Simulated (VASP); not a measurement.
A run of VASP 6.6.1 is set up as follows.

Contents of INCAR:

```
PREC = Accurate
ENCUT = 520
EDIFF = 1E-7
ISMEAR = -1
SIGMA = 0.02
LREAL = F
LASPH = T
NELM = 80
ALGO = Normal
ISIF = 2
LWAVE = F
LCHARG = F
GGA = PE
NBANDS = 24
```

Contents of KPOINTS:

```
regular mesh
0
Gamma
  4 4 4
```

File POSCAR:

```
NaTlTe2
1.0
    4.6345929494      0.0000000000      0.0000000000
    0.0000000000      4.6345929494      0.0000000000
    0.0000000000      0.0000000000      7.4229363044
Na Te Tl
1 2 1
Direct
    0.0000000000      0.0000000000      0.0000000000
    0.0000000000      0.5000000000      0.2685705919
    0.5000000000      0.0000000000      0.7314294081
    0.5000000000      0.5000000000      0.5000000000
```

Potentials or basis: VASP PAW PBE potentials, release 64 (Na_pv, Te, Tl_d).

Run with:

```sh
$ cat potpaw_PBE.64/Na_pv/POTCAR potpaw_PBE.64/Te/POTCAR potpaw_PBE.64/Tl_d/POTCAR > POTCAR
$ mpirun -np 1 vasp_std > vasp.out
```

Problem. What does it give for the band gap on the k mesh?

Solution. 0.05 eV, direct.

Problem. Predict the pressure.

Solution. 0.9 GPa.

Problem. Estimate the largest force.

Solution. 0.128 eV/Å.

Forces in eV/Å, atoms in the order of the input:
```
Na   0.000  0.000  0.000
Te   0.000  0.000 -0.128
Te   0.000  0.000  0.128
Tl   0.000  0.000  0.000
```

Caveat: spin-orbit coupling is left out, which moves the levels of the heavy elements. A k mesh can miss the band edges.
